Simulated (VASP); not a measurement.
## Bi: single point with PBE

Crystal: Bi.

```
Bi
1.0
     5.53856    0.00000    0.00000
    -2.76928    4.79653    0.00000
     0.00000    0.00000    3.26731
Bi
2
Direct
  0.33333 0.66667 0.50038
  0.66667 0.33333 0.49962
```

The cell was built from a structure type or drawn by symmetry, and may not be a known phase.

```
Program                : VASP 6.6.1
Task                   : single point
Functional             : PBE
Potentials or basis    : VASP PAW PBE potentials, release 64 (Bi_d)
Cutoff                 : 520 eV
k mesh                 : 6 × 6 × 6
Occupations            : gaussian, width 0.1 eV
Spin                   : no spin polarisation
Dipole correction      : no
Further INCAR settings : ALGO = Normal; EDIFF = 1e-06; NBANDS = 22
```

```yaml
Pressure: 0.2 GPa
Band_gap_on_the_k_mesh: zero (bands 15 and 16 overlap by 2.57 eV)
```

Stress tensor (GPa, compression positive):
```
0.30 0.00 0.00
0.00 0.30 0.00
0.00 0.00 0.06
```

Levels at points of the mesh, in eV from the Fermi level:
```tsv
k point	band 13	band 14	band 15	band 16	band 17	band 18
(0.00, 0.00, 0.00)	-3.18	-3.18	0.18	0.18	3.21	3.28
(0.50, 0.00, 0.00)	-3.83	-2.66	1.15	2.47	4.10	4.50
(0.00, 0.00, 0.50)	-4.70	-1.72	-1.42	-1.42	2.26	2.26
(0.50, 0.00, 0.50)	-3.90	-3.00	-2.05	-0.66	3.09	3.99
```

It took 21 s on 1 thread of Intel(R) Xeon(R) 6975P-C (Granite Rapids), with other jobs on the host, peak memory 0.21 GiB.

Caveat: spin-orbit coupling is left out, which moves the levels of the heavy elements.
